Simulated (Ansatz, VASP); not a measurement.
**Two plane-wave programs on NaF**

Contents of INCAR:

```
SYSTEM = NaF
PREC     = Accurate       ! precision mode
ENCUT    = 520            ! plane-wave cutoff, eV
EDIFF    = 1E-6           ! SCF threshold, eV
ISMEAR   = -1             ! smearing method
SIGMA    = 0.05           ! smearing width, eV
LREAL    = .False.        ! projectors in reciprocal space
LASPH    = .True.         ! aspherical terms in the spheres
NELM     = 100            ! most SCF steps
ALGO     = Normal         ! electronic algorithm
ISIF     = 2              ! what is computed and relaxed
LWAVE    = .False.        ! write WAVECAR
LCHARG   = .False.        ! write CHGCAR
GGA      = RP             ! functional
NBANDS   = 14             ! bands
```

The input KPOINTS:

```
Automatic mesh
0
Gamma
  6 6 6
  0 0 0
```

The input POSCAR:

```
NaF
1.0
    0.0000000000      2.3200000000      2.3200000000
    2.3200000000      0.0000000000      2.3200000000
    2.3200000000      2.3200000000      0.0000000000
Na F
1 1
Direct
    0.0000000000      0.0000000000      0.0000000000
    0.5000000000      0.5000000000      0.5000000000
```

input.yaml

```yaml
crystal:
  lattice:
    - [0.0, 2.32, 2.32]
    - [2.32, 0.0, 2.32]
    - [2.32, 2.32, 0.0]
  atoms:
    - { symbol: Na, position: [0.0, 0.0, 0.0] }
    - { symbol: F, position: [0.5, 0.5, 0.5] }
hamiltonian:
  xc: rpbe
  pseudopotentials: { kind: paw }
kpoints:
  mp_grid: { grid: [6, 6, 6] }
scf:
  occupations: { method: fermi_dirac, width: 0.05 }
  n_extra_bands: 6
output:
  forces: true
  stress: true
  eigenvalues: true
  dos: { projected: true, de: 0.05, nscf_kmesh: { grid: [9, 9, 9] } }
```

Alike in both runs: functional RPBE; k mesh 6 × 6 × 6; occupations fermi-dirac, width 0.05 eV; no spin polarisation.

|  | VASP | Ansatz |
| --- | --- | --- |
| version | VASP 6.6.1 | Ansatz 0.2.0 |
| potentials or method | VASP PAW PBE potentials, release 64 (Na_pv, F) | Ansatz PAW |
| plane-wave cutoff (eV) | 520 | 420 |
| valence electrons in the cell | 14 | 16 |
| task | single point | projected density of states |

|  | VASP | Ansatz | Ansatz less VASP |
| --- | --- | --- | --- |
| gap on the k mesh at the Fermi level (eV) | 6.60 | 6.61 | +0.012 |
| least direct gap on the mesh (eV) | 6.60 | 6.61 | +0.012 |
| pressure (GPa) | 5.4 | 5.5 | +0.11 |

VASP's potentials were made for PBE, not for RPBE. The functional is the same, so the differences come from potentials, cutoffs and numerics. VASP's potentials hold 14 valence electrons a cell and Ansatz's 16, so a difference there can come from the potentials and not from the codes.
